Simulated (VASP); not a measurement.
# Mo (P6/mmm) in VASP: further runs, part 2 of 2

VASP 6.6.1.

## Step 4: Single point, LDA (strain +0.030 along x and y, +0.030 along z)

File INCAR:

```
PREC = Accurate ; ENCUT = 520
EDIFF = 1E-6 ; ISMEAR = 0
SIGMA = 0.15 ; LREAL = False
LASPH = True ; NELM = 80
ALGO = Normal ; ISIF = 2
LWAVE = False ; LCHARG = False
GGA = CA ; NBANDS = 13
```

File KPOINTS:

```
regular mesh
0
Gamma
  18 18 18
```

File POSCAR:

```
Mo
1.0
    2.8175757091      0.0000000000      0.0000000000
   -1.4087878546      2.4400921412      0.0000000000
    0.0000000000      0.0000000000      2.6318361210
Mo
1
Direct
    0.0000000000      0.0000000000      0.5000000000
```

Potentials or basis: VASP PAW LDA potentials, release 64 (Mo_sv).

On the command line:

```sh
$ cat potpaw_LDA.64/Mo_sv/POTCAR > POTCAR
$ mpirun -np 1 vasp_std > vasp.out
```

OUTCAR:

```text
PREC = Accurate
   ENCUT = 520
   EDIFF = 1E-6
   ISMEAR = 0
   LREAL = False
   LASPH = True
   NELM = 80
   ISIF = 2
   GGA = CA

 ion  position               nearest neighbor table
   1  0.000  0.000  0.500-

  LATTYP: Found a hexagonal cell.
 ALAT       =     2.8175757091
 C/A-ratio  =     0.9340782264

  Lattice vectors:

 A1 = (   2.8175757091,   0.0000000000,   0.0000000000)
 A2 = (  -1.4087878546,   2.4400921412,   0.0000000000)
 A3 = (   0.0000000000,   0.0000000000,   2.6318361210)

Analysis of symmetry for initial positions (statically):
=====================================================================
 Subroutine PRICEL returns:
 Original cell was already a primitive cell.

 Routine SETGRP: Setting up the symmetry group for a
 hexagonal supercell.

 Subroutine GETGRP returns: Found 24 space group operations
 (whereof 24 operations were pure point group operations)
 out of a pool of 24 trial point group operations.

The static configuration has the point symmetry D_6h.

Analysis of symmetry for dynamics (positions and initial velocities):
=====================================================================
 Subroutine PRICEL returns:
 Original cell was already a primitive cell.

 Routine SETGRP: Setting up the symmetry group for a
 hexagonal supercell.

 Subroutine GETGRP returns: Found 24 space group operations
 (whereof 24 operations were pure point group operations)
 out of a pool of 24 trial point group operations.

The dynamic configuration has the point symmetry D_6h.

 Subroutine INISYM returns: Found 24 space group operations
 (whereof 24 operations are pure point group operations),
 and found     1 'primitive' translations

----------------------------------------------------------------------------------------

                                     Primitive cell

  volume of cell :      18.0943

  direct lattice vectors                    reciprocal lattice vectors
     2.817575709  0.000000000  0.000000000     0.354915042  0.204910295  0.000000000
[... 108 lines left out ...]
   LORBIT       =      0    0 simple, 1 ext, 2 COOP (PROOUT), +10 PAW based schemes
   GGA     = CA    functional components
   LHFCALC =     F    Hartree Fock is set to
   AEXX    =    0.0000 exact exchange contribution
   IVDW    =     0    specifies the selected vdW correction
   LEPSILON=     F    determine dielectric tensor
   LRPA    =     F    only Hartree local field effects (RPA)
 non-spin polarized calculation
 Gauss-broadening in eV      SIGMA  =   0.15
  energy-cutoff  :      520.00
  volume of cell :       18.09
 maximum number of plane-waves:       497
 NGX is ok and might be reduce to    24
   NGX = 11   NGY = 11   NGZ =  9

 number of electron      14.0000002 magnetization

 Free energy of the ion-electron system (eV)
  ---------------------------------------------------
  ext. energy  EPLUGINS =         0.00000000
  ---------------------------------------------------
  free energy    TOTEN  =       -11.08193851 eV

  energy without entropy =      -11.07148316  energy(sigma->0) =      -11.07671084

 E-fermi :  10.1097     XC(G=0): -12.7134

 val. band max:       10.1042449760   @ k =   0.2778   0.1111   0.3333
 cond. band min:      10.1146675029   @ k =   0.1111   0.0556   0.1111
 fundamental gap:      0.0104225269
 Fermi energy:        10.1096572936

 k-point     1 :       0.0000    0.0000    0.0000
  band No.  band energies     occupation
      1     -50.5657      2.00000
      2     -24.1904      2.00000
      3     -24.1904      2.00000
      4     -24.1584      2.00000
      5       3.6453      2.00000
      6       6.2587      2.00000
      7       9.3429      2.00000
      8       9.3429      2.00000
      9      13.7160      0.00000
     10      13.7160      0.00000
     11      23.0818      0.00000
     12      25.0982      0.00000
     13      29.5719      0.00000
[... 354 lines left out ...]
  band No.  band energies     occupation
      1     -50.4044      2.00000
      2     -25.1823      2.00000
      3     -24.5103      2.00000
      4     -24.0408      2.00000
      5       6.1318      2.00000
      6       7.2271      2.00000
      7      10.1151      0.95936
      8      11.1482      0.00000
      9      12.9154      0.00000
     10      14.5339      0.00000
     11      19.2167      0.00000
     12      22.0073      0.00000
     13      27.0076      0.00000

 [... further k-points ...]
[... 5 lines left out ...]
  --------------------------------------------------------------------------------------
  -------------------------------------------------------------------------------------
  Total       -2.2953825     -2.2953825     -2.9629542      0.0000000      0.0000000     -0.0000000
  in kB     -203.2473915   -203.2473915   -262.3583293      0.0000000      0.0000000     -0.0000000
  external PRESSURE =    -222.9510375 kB  Pullay stress =       0.0000000 kB

 VOLUME and BASIS-vectors are now :
 -----------------------------------------------------------------------------
  energy-cutoff  :      520.00
  volume of cell :       18.09
      direct lattice vectors                 reciprocal lattice vectors
     2.817575709  0.000000000  0.000000000     0.354915042  0.204910295  0.000000000
    -1.408787855  2.440092141  0.000000000     0.000000000  0.409820590  0.000000000
     0.000000000  0.000000000  2.631836121     0.000000000  0.000000000  0.379962868

 POSITION                                       TOTAL-FORCE (eV/Angst)
 -----------------------------------------------------------------------------------
      0.00000      0.00000      1.31592        -0.000000      0.000000      0.000000
 -----------------------------------------------------------------------------------
    total drift:                               -0.000000      0.000000     -0.000000

  FREE ENERGIE OF THE ION-ELECTRON SYSTEM (eV)
  ---------------------------------------------------
  free  energy   TOTEN  =       -11.0819385127 eV

  energy  without entropy=      -11.0714831602  energy(sigma->0) =      -11.07671084
```

It took 18 s on 1 thread of Intel Xeon 6975P-C (Granite Rapids), shared host; peak memory 0.18 GiB.

What came out:

```yaml
Free_energy: -11.0819 eV
Pressure: -22.3 GPa
Band_gap_on_the_k_mesh: zero (band 7 reaches 11.00 eV, above the bottom of band 8 at 9.34 eV)
```

Caveat: the cell differs from its parent crystal (strain +0.030 along x and y, +0.030 along z).

## Step 5: The runs side by side

```tsv
cell	gap on the mesh (eV)	pressure (GPa)
a = 2.777, b = 2.777, c = 2.632 Å, angles 90.0, 90.0, 120.0°, 1 atom	none	-17.8
a = 2.818, b = 2.818, c = 2.594 Å, angles 90.0, 90.0, 120.0°, 1 atom	none	-20.2
a = 2.818, b = 2.818, c = 2.632 Å, angles 90.0, 90.0, 120.0°, 1 atom	none	-22.3
```

Alike in all rows: task single point; level LDA; potentials or basis VASP PAW LDA potentials, release 64 (Mo_sv); no spin polarisation; k mesh 18 × 18 × 18; cutoff (eV) 520; smearing gaussian 0.15 eV.

Absolute energies hang on the potentials; compare differences alone.
